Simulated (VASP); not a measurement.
# TePb (Fm-3m) in VASP: elastic constants with LDA

Aim: the elastic constants of TePb with LDA.

Program: VASP 6.6.1. These are calculated values, not measurements. Logs are shortened: lines on timing, memory, paths and dates and some standing lists are left out, and cuts for length are marked.

**1. The cell of the first run**

It takes space group Fm-3m (No. 225, cubic). The conventional cell has a = 6.462 Å, b = 6.462 Å, c = 6.462 Å, α = 90.00°, β = 90.00°, γ = 90.00°. Pb (site symmetry m-3m) has 6 Te at 3.23 Å within 4.3 Å. Within 4.3 Å of Te (site symmetry m-3m) lie 6 Pb at 3.23 Å.

**2. Elastic constants, LDA**

INCAR reads:

```
SYSTEM = TePb
ALGO     = Normal         ! electronic algorithm
EDIFF    = 1E-8           ! SCF threshold, eV
ENCUT    = 600            ! plane-wave cutoff, eV
GGA      = CA             ! functional
IBRION   = 6              ! ionic algorithm
ISIF     = 3              ! what is computed and relaxed
ISMEAR   = 0              ! smearing method
LASPH    = .True.         ! aspherical terms in the spheres
LCHARG   = .False.        ! write CHGCAR
LREAL    = .False.        ! projectors in reciprocal space
LWAVE    = .False.        ! write WAVECAR
NBANDS   = 17             ! bands
NELM     = 60             ! most SCF steps
NFREE    = 2            
NSW      = 1              ! ionic steps
POTIM    = 0.015          ! step
PREC     = Accurate       ! precision mode
SIGMA    = 0.01           ! smearing width, eV
```

KPOINTS reads:

```
k-points
0
Gamma
  6 6 6
  0 0 0
```

POSCAR reads:

```
TePb
1.0
    0.0000000000      3.2310000000      3.2310000000
    3.2310000000      0.0000000000      3.2310000000
    3.2310000000      3.2310000000      0.0000000000
Pb Te
1 1
Direct
    0.0000000000      0.0000000000      0.0000000000
    0.5000000000      0.5000000000      0.5000000000
```

Potentials or basis: VASP PAW LDA potentials, release 64 (Pb_d, Te).

Command:

```bash
> cat potpaw_LDA.64/Pb_d/POTCAR potpaw_LDA.64/Te/POTCAR > POTCAR
> mpirun -np 1 vasp_std > vasp.out
```

OUTCAR:

```text
SYSTEM = TePb
   EDIFF = 1E-8
   ENCUT = 600
   GGA = CA
   IBRION = 6
   ISIF = 3
   ISMEAR = 0
   LASPH = .True.
   LREAL = .False.
   NELM = 60
   NFREE = 2
   NSW = 1
   POTIM = 0.015
   PREC = Accurate

 ion  position               nearest neighbor table
   1  0.000  0.000  0.000-   2 3.23   2 3.23   2 3.23   2 3.23   2 3.23   2 3.23
   2  0.500  0.500  0.500-   1 3.23   1 3.23   1 3.23   1 3.23   1 3.23   1 3.23

  LATTYP: Found a face centered cubic cell.
 ALAT       =     6.4620000000

  Lattice vectors:

 A1 = (   0.0000000000,   3.2310000000,   3.2310000000)
 A2 = (   3.2310000000,   0.0000000000,   3.2310000000)
 A3 = (   3.2310000000,   3.2310000000,   0.0000000000)

Analysis of symmetry for initial positions (statically):
=====================================================================
 Subroutine PRICEL returns:
 Original cell was already a primitive cell.

 Routine SETGRP: Setting up the symmetry group for a
 face centered cubic supercell.

 Subroutine GETGRP returns: Found 48 space group operations
 (whereof 48 operations were pure point group operations)
 out of a pool of 48 trial point group operations.

The static configuration has the point symmetry O_h .

Analysis of symmetry for dynamics (positions and initial velocities):
=====================================================================
 Subroutine PRICEL returns:
 Original cell was already a primitive cell.

 Routine SETGRP: Setting up the symmetry group for a
 face centered cubic supercell.

 Subroutine GETGRP returns: Found 48 space group operations
 (whereof 48 operations were pure point group operations)
 out of a pool of 48 trial point group operations.

The dynamic configuration has the point symmetry O_h .

 Subroutine INISYM returns: Found 48 space group operations
 (whereof 48 operations are pure point group operations),
 and found     1 'primitive' translations

----------------------------------------------------------------------------------------

                                     Primitive cell

  volume of cell :      67.4592

  direct lattice vectors                    reciprocal lattice vectors
     0.000000000  3.231000000  3.231000000    -0.154750851  0.154750851  0.154750851
     3.231000000  0.000000000  3.231000000     0.154750851 -0.154750851  0.154750851
     3.231000000  3.231000000  0.000000000     0.154750851  0.154750851 -0.154750851

  length of vectors
     4.569324020  4.569324020  4.569324020     0.268036337  0.268036337  0.268036337

  position of ions in fractional coordinates (direct lattice)
     0.000000000  0.000000000  0.000000000
     0.500000000  0.500000000  0.500000000

  ion indices of the primitive-cell ions
   primitive index   ion index
                 1           1
                 2           2

----------------------------------------------------------------------------------------

 KPOINTS: k-points

Automatic generation of k-mesh.
 Grid dimensions read from file:
 generate k-points for:    6    6    6

 Generating k-lattice:

  Cartesian coordinates                     Fractional coordinates (reciprocal lattice)
    -0.025791809  0.025791809  0.025791809     0.166666667  0.000000000  0.000000000
     0.025791809 -0.025791809  0.025791809     0.000000000  0.166666667  0.000000000
     0.025791809  0.025791809 -0.025791809     0.000000000  0.000000000  0.166666667

  Length of vectors
     0.044672723  0.044672723  0.044672723

  Shift w.r.t. Gamma in fractional coordinates (k-lattice)
     0.000000000  0.000000000  0.000000000

 Subroutine IBZKPT returns following result:
 ===========================================

 Found     16 irreducible k-points:

 Following reciprocal coordinates:
            Coordinates               Weight
[... 50 lines left out ...]
   EFERMI_NEDOS =   21; number of points for ismear=-14 and -15
   IALGO  =     38    algorithm
   IMIX   =      4    mixing-type and parameters
     AMIX     =   0.40;   BMIX     =  1.00
     AMIX_MAG =   1.60;   BMIX_MAG =  1.00
  volume/ion in A,a.u.               =      33.73       227.62
  Fermi-wavevector in a.u.,A,eV,Ry     =   1.091619  2.062861 16.213147  1.191633
  Thomas-Fermi vector in A             =   2.227868
   LORBIT       =      0    0 simple, 1 ext, 2 COOP (PROOUT), +10 PAW based schemes
   GGA     = CA    functional components
   LHFCALC =     F    Hartree Fock is set to
   AEXX    =    0.0000 exact exchange contribution
   IVDW    =     0    specifies the selected vdW correction
   LEPSILON=     F    determine dielectric tensor
   LRPA    =     F    only Hartree local field effects (RPA)
 finite differences with symmetry
 non-spin polarized calculation
 Gauss-broadening in eV      SIGMA  =   0.01
  energy-cutoff  :      600.00
  volume of cell :       67.46
 maximum number of plane-waves:      2285
 NGX is ok and might be reduce to    40
   NGX = 19   NGY = 19   NGZ = 19

--------------------------------------- Ionic step        1  -------------------------------------------

 number of electron      19.9999998 magnetization

 Free energy of the ion-electron system (eV)
  ---------------------------------------------------
  ext. energy  EPLUGINS =         0.00000000
  ---------------------------------------------------
  free energy    TOTEN  =        -8.76376330 eV

  energy without entropy =       -8.76376330  energy(sigma->0) =       -8.76376330

------------------------ aborting loop because EDIFF is reached ----------------------------------------

  FORCE on cell =-STRESS in cart. coord.  units (eV):
  Direction    XX          YY          ZZ          XY          YZ          ZX
  --------------------------------------------------------------------------------------
  -------------------------------------------------------------------------------------
  Total       -0.6769444     -0.6769444     -0.6769444      0.0000000      0.0000000     -0.0000000
  in kB      -16.0776545    -16.0776545    -16.0776545      0.0000000      0.0000000     -0.0000000
  external PRESSURE =     -16.0776545 kB  Pullay stress =       0.0000000 kB
[... 89 lines left out ...]
  FREE ENERGIE OF THE ION-ELECTRON SYSTEM (eV)
  ---------------------------------------------------
  free  energy   TOTEN  =        -8.7680020620 eV

  energy  without entropy=       -8.7680020620  energy(sigma->0) =       -8.76800206

[... ionic steps 4 to 14 ...]

--------------------------------------- Ionic step       15  -------------------------------------------

 number of electron      19.9999999 magnetization

------------------------ aborting loop because EDIFF is reached ----------------------------------------
[... 67 lines left out ...]
--------------------------------------- Ionic step       17  -------------------------------------------

 number of electron      19.9999998 magnetization

 Free energy of the ion-electron system (eV)
  ---------------------------------------------------
  ext. energy  EPLUGINS =         0.00000000
  ---------------------------------------------------
  free energy    TOTEN  =        -8.76375982 eV

  energy without entropy =       -8.76375982  energy(sigma->0) =       -8.76375982

 E-fermi :   5.5055     XC(G=0):  -9.5748

 val. band max:        5.4107993737   @ k =   0.5000   0.0000   0.0000
 cond. band min:       6.0481682930   @ k =   0.5000   0.0000   0.0000
 fundamental gap:      0.6373689193
 Fermi energy:         5.5055210514

 k-point     1 :       0.0000    0.0000    0.0000
  band No.  band energies     occupation
      1     -11.2563      2.00000
      2     -11.2563      2.00000
      3     -11.2424      2.00000
      4     -11.2424      2.00000
      5     -11.2424      2.00000
      6      -6.6408      2.00000
[... 457 lines left out ...]
      4     -11.2275      2.00000
      5     -11.2221      2.00000
      6      -4.9114      2.00000
[... 9 lines left out ...]
     16      13.7536      0.00000
     17      15.7130      0.00000

 [... further k-points ...]

------------------------ aborting loop because EDIFF is reached ----------------------------------------

  FORCE on cell =-STRESS in cart. coord.  units (eV):
  Direction    XX          YY          ZZ          XY          YZ          ZX
  --------------------------------------------------------------------------------------
  -------------------------------------------------------------------------------------
  Total       -0.6733796     -0.6768568     -0.6768568     -0.0000000      0.0000000      0.0000000
  in kB      -15.9929910    -16.0755748    -16.0755748     -0.0000000      0.0000000      0.0000000
  external PRESSURE =     -16.0480469 kB  Pullay stress =       0.0000000 kB
[... 17 lines left out ...]
  FREE ENERGIE OF THE ION-ELECTRON SYSTEM (eV)
  ---------------------------------------------------
  free  energy   TOTEN  =        -8.7637598169 eV

  energy  without entropy=       -8.7637598169  energy(sigma->0) =       -8.76375982

 INTERNAL STRAIN TENSORS FROM STRAINED CELLS
 ============================================

 INTERNAL STRAIN TENSOR FOR ION    1 for displacements in x,y,z  (eV/Angst):
          X           Y           Z          XY          YZ          ZX
  --------------------------------------------------------------------------------
  x     0.00000     0.00000    -0.00000     0.00000    -0.00000    -0.00000
  y    -0.00000    -0.00000    -0.00000    -0.00000    -0.00000    -0.00000
  z    -0.00000    -0.00000    -0.00000    -0.00000     0.00000    -0.00000

 INTERNAL STRAIN TENSORS FROM DISPLACED ATOMS
 ============================================

 INTERNAL STRAIN TENSOR FOR ION    1 for displacements in x,y,z  (eV/Angst):
          X           Y           Z          XY          YZ          ZX
  --------------------------------------------------------------------------------
  x     0.00000     0.00000     0.00000     0.00000     0.00000     0.00000
  y     0.00000     0.00000     0.00000     0.00000     0.00000     0.00000
  z     0.00000     0.00000     0.00000     0.00000     0.00000     0.00000

 INTERNAL STRAIN TENSOR FOR ION    2 for displacements in x,y,z  (eV/Angst):
          X           Y           Z          XY          YZ          ZX
  --------------------------------------------------------------------------------
  x     0.00000     0.00000     0.00000     0.00000     0.00000     0.00000
  y     0.00000     0.00000     0.00000     0.00000     0.00000     0.00000
  z     0.00000     0.00000     0.00000     0.00000     0.00000     0.00000

 Eigenvectors and eigenvalues of the dynamical matrix
 ----------------------------------------------------

   1 f  =    0.302645 THz     1.901574 2PiTHz   10.095147 cm-1     1.251638 meV
             X         Y         Z           dx          dy          dz
      0.000000  0.000000  0.000000     0.000000    0.611152    0.000000
      3.231000  3.231000  3.231000     0.000000   -0.791513    0.000000
[... 21 lines left out ...]
   6 f/i=    0.002378 THz     0.014941 2PiTHz    0.079318 cm-1     0.009834 meV
             X         Y         Z           dx          dy          dz
      0.000000  0.000000  0.000000     0.000000    0.000000    0.791513
      3.231000  3.231000  3.231000     0.000000    0.000000    0.611152

--------------------------------------------------------------------------------------------------------

 ELASTIC MODULI CONTR FROM IONIC RELAXATION (kBar)
 Direction    XX          YY          ZZ          XY          YZ          ZX
 --------------------------------------------------------------------------------
 XX           0.0000      0.0000      0.0000      0.0000      0.0000      0.0000
 YY           0.0000      0.0000      0.0000      0.0000      0.0000      0.0000
 ZZ           0.0000      0.0000      0.0000      0.0000      0.0000      0.0000
 XY           0.0000      0.0000      0.0000      0.0000      0.0000      0.0000
 YZ           0.0000      0.0000      0.0000      0.0000      0.0000      0.0000
 ZX           0.0000      0.0000      0.0000      0.0000      0.0000      0.0000
 --------------------------------------------------------------------------------

 TOTAL ELASTIC MODULI (kBar)
 Direction    XX          YY          ZZ          XY          YZ          ZX
 --------------------------------------------------------------------------------
 XX        1186.6710     60.5080     60.5080     -0.0000      0.0000     -0.0000
 YY          60.5080   1186.6710     60.5080      0.0000     -0.0000      0.0000
 ZZ          60.5080     60.5080   1186.6710     -0.0000      0.0000      0.0000
 XY          -0.0000      0.0000     -0.0000    157.9619      0.0000     -0.0000
 YZ           0.0000     -0.0000      0.0000      0.0000    157.9619      0.0000
 ZX          -0.0000      0.0000      0.0000     -0.0000      0.0000    157.9619
 --------------------------------------------------------------------------------
```

It took 35 min on 1 thread of Intel Xeon 8259CL, shared host; peak memory 0.31 GiB.

Results:

| Item | Value |
| --- | --- |
| Elastic constants C11, C12, C44 | 119, 6, 16 GPa |
| Voigt bulk modulus | 44 GPa |
| Highest phonon frequency at Γ, LO-TO splitting left out | 10 cm⁻¹ |

Phonon frequencies in cm⁻¹ (negative: imaginary):
| q point | frequencies |
| --- | --- |
| (0.000, 0.000, 0.000) | 0 0 0 10 10 10 |

Elastic tensor in Voigt notation (GPa, in the Cartesian axes of the cell as first typed):
```
119   6   6   0   0   0
  6 119   6   0   0   0
  6   6 119   0   0   0
  0   0   0  16   0   0
  0   0   0   0  16   0
  0   0   0   0   0  16
```

Clamped-ion elastic tensor (GPa):
```
119   6   6   0   0   0
  6 119   6   0   0   0
  6   6 119   0   0   0
  0   0   0  16   0   0
  0   0   0   0  16   0
  0   0   0   0   0  16
```

Caveat: the cell is under stress, which shifts elastic constants; spin-orbit coupling is left out, which moves the levels of the heavy elements.
